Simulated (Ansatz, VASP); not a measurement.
BaF2: VASP beside Ansatz

POSCAR

```
BaF2
1.0
    0.0000000000      3.0660723890      3.0660723890
    3.0660723890      0.0000000000      3.0660723890
    3.0660723890      3.0660723890      0.0000000000
Ba F
1 2
Direct
    0.0000000000      0.0000000000      0.0000000000
    0.2500000000      0.2500000000      0.2500000000
    0.7500000000      0.7500000000      0.7500000000
```

The input INCAR.step1:

```
SYSTEM = BaF2
  PREC = Accurate
  ENCUT = 660
  ISMEAR = 0
  SIGMA = 0.02
  LREAL = .FALSE.
  LASPH = .TRUE.
  NELM = 120
  NBANDS = 19
  GGA = PE
  ALGO = Normal
  EDIFF = 1E-5
  LWAVE = .TRUE.
  LCHARG = .FALSE.
  GGA_COMPAT = .FALSE.
```

Contents of INCAR.step2:

```
SYSTEM = BaF2
  PREC = Accurate
  ENCUT = 660
  EDIFF = 1E-6
  ISMEAR = 0
  SIGMA = 0.02
  LREAL = .FALSE.
  LASPH = .TRUE.
  NELM = 120
  ALGO = Normal
  ISIF = 2
  LWAVE = .FALSE.
  LCHARG = .TRUE.
  METAGGA = R2SCAN
  LMIXTAU = .TRUE.
  LELF = .TRUE.
  LVHAR = .TRUE.
  NBANDS = 19
  ISTART = 1
  GGA_COMPAT = .FALSE.
```

KPOINTS

```
Automatic mesh
0
G
  6 6 6
  0 0 0
```

Input for Ansatz:

```yaml
crystal:
  lattice:
    - [0.0, 3.0660723895, 3.0660723895]
    - [3.0660723895, 0.0, 3.0660723895]
    - [3.0660723895, 3.0660723895, 0.0]
  atoms:
    - { symbol: Ba, position: [0.0, 0.0, 0.0] }
    - { symbol: F, position: [0.25, 0.25, 0.25] }
    - { symbol: F, position: [0.75, 0.75, 0.75] }
basis:
  ecutwfc: 500
kpoints:
  mp_grid: { grid: [6, 6, 6] }
hamiltonian:
  xc: r2scan
scf:
  occupations: { method: gaussian, width: 0.02 }
output:
  forces: true
  stress: true
  eigenvalues: true
```

Alike in both runs: task single point; functional r2SCAN; k mesh 6 × 6 × 6; occupations gaussian, width 0.02 eV; no spin polarisation.

|  | VASP | Ansatz |
| --- | --- | --- |
| version | VASP 6.6.1 | Ansatz 0.2.0 |
| potentials or method | VASP PAW PBE potentials, release 64 (Ba_sv, F), cutoff 660 eV | scalar-relativistic, plane waves, PAW |
| valence electrons in the cell | 24 | 24 |

|  | VASP | Ansatz | Ansatz less VASP |
| --- | --- | --- | --- |
| gap on the k mesh at the Fermi level (eV) | 7.49 | 7.57 | +0.083 |
| least direct gap on the mesh (eV) | 7.57 | 7.67 | +0.094 |
| pressure (GPa) | 3.0 | 2.0 | -1.04 |

VASP's potentials were made for PBE, not for r2SCAN. The functional is the same, so the differences come from potentials, cutoffs and numerics.

Spin-orbit coupling is off throughout.
